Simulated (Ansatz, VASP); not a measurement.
**Two plane-wave programs on KF**

File POSCAR:

```
KF
1.0
    0.0000000000      2.7403375000      2.6066625000
    2.7403375000      0.0000000000      2.6066625000
    2.7403375000      2.7403375000      0.0000000000
K F
1 1
Direct
    0.0000000000      0.0000000000      0.0000000000
    0.5000000000      0.5000000000      0.5000000000
```

The input INCAR.step1:

```
  PREC = Accurate
  ENCUT = 520
  ISMEAR = 0
  SIGMA = 0.05
  LREAL = F
  LASPH = T
  NELM = 100
  NBANDS = 15
  GGA = PE
  ALGO = Normal
  EDIFF = 1E-4
  LWAVE = T
  LCHARG = F
```

INCAR.step2

```
  PREC = Accurate
  ENCUT = 520
  EDIFF = 1E-7
  ISMEAR = 0
  SIGMA = 0.05
  LREAL = F
  LASPH = T
  NELM = 100
  ALGO = Normal
  ISIF = 2
  LWAVE = F
  LCHARG = F
  METAGGA = R2SCAN
  LMIXTAU = T
  NBANDS = 15
  ISTART = 1
```

File KPOINTS:

```
regular mesh
0
Gamma
  8 8 8
```

Input for Ansatz:

```yaml
crystal:
  lattice:
    - [0.0, 2.7403375, 2.6066625]
    - [2.7403375, 0.0, 2.6066625]
    - [2.7403375, 2.7403375, 0.0]
  atoms:
    - { symbol: K, position: [0.0, 0.0, 0.0] }
    - { symbol: F, position: [0.5, 0.5, 0.5] }
basis:
  ecutwfc: 500
kpoints:
  mp_grid: { grid: [8, 8, 8] }
hamiltonian:
  xc: r2scan
scf:
  occupations: { method: gaussian, width: 0.05 }
output:
  forces: true
  stress: true
  eigenvalues: true
  write_density: true
  write_potential: true
  elf: true
  volumetric_format: npy
```

Change from the starting cell: strain +0.025 along x and y, -0.025 along z, atoms carried along.

Alike in both runs: task single point; functional r2SCAN; k mesh 8 × 8 × 8; occupations gaussian, width 0.05 eV; no spin polarisation.

|  | VASP | Ansatz |
| --- | --- | --- |
| version | VASP 6.6.1 | Ansatz 0.2.0 |
| potentials or method | VASP PAW PBE potentials, release 64 (K_sv, F), cutoff 520 eV | scalar-relativistic, plane waves, PAW |
| valence electrons in the cell | 16 | 16 |

```tsv
	VASP	Ansatz	Ansatz less VASP
gap on the k mesh at the Fermi level (eV)	6.63	6.63	+0.001
least direct gap on the mesh (eV)	6.63	6.63	+0.001
pressure (GPa)	-1.1	-1.1	+0.05
traceless stress, the component that is largest in VASP (GPa)	1.91	1.85	-0.058
```

VASP's potentials were made for PBE, not for r2SCAN. The functional is the same, so the differences come from potentials, cutoffs and numerics.
